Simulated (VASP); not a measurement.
**Sb: single point with PBE+D3(BJ)**

Slab: Sb, a slab with vacuum.

```
Sb
1.0
     4.06868    0.00000    0.00000
    -2.03434    3.52358    0.00000
     0.00000    0.00000   20.80003
Sb
4
Cartesian
  0.0000 2.3491 6.1500
  2.0343 1.1745 4.5000
  1.1302 2.7406 11.6500
  -0.9042 3.9151 10.0000
```

| Property | Result |
| --- | --- |
| Program | VASP 6.6.1 |
| Task | single point |
| Functional | PBE |
| Dispersion | D3(BJ) |
| Potentials or basis | VASP PAW PBE potentials, release 64 (Sb) |
| Cutoff | 520 eV |
| k mesh | 9 × 9 × 1 |
| Occupations | gaussian, width 0.05 eV |
| Spin | no spin polarisation |

```yaml
Largest_force: 0.192 eV/Å
Band_gap_on_the_k_mesh: 0.88 eV, indirect (least direct gap 1.44 eV)
Dispersion_energy_per_atom: -0.291 eV
```

Forces in eV/Å, atoms in the order of the input:
```
Sb   0.003 -0.012  0.192
Sb   0.006 -0.004 -0.062
Sb   0.000  0.007  0.062
Sb  -0.009  0.008 -0.192
```

Levels at points of the mesh, in eV from the valence-band top:
```tsv
k point	band 6	band 7	band 8	band 9	band 10	band 11	band 12	band 13	band 14	band 15
(0.00, 0.00, 0.00)	-0.22	-0.07	-0.05	-0.02	0.00	1.48	1.96	2.69	2.74	2.79
```

Run time: 3.7 min on 1 thread of Intel(R) Xeon(R) Platinum 8375C CPU @ 2.90GHz (Ice Lake), with other jobs on the host, peak memory 0.43 GiB.

Caveat: spin-orbit coupling is left out, which moves the levels of the heavy elements.
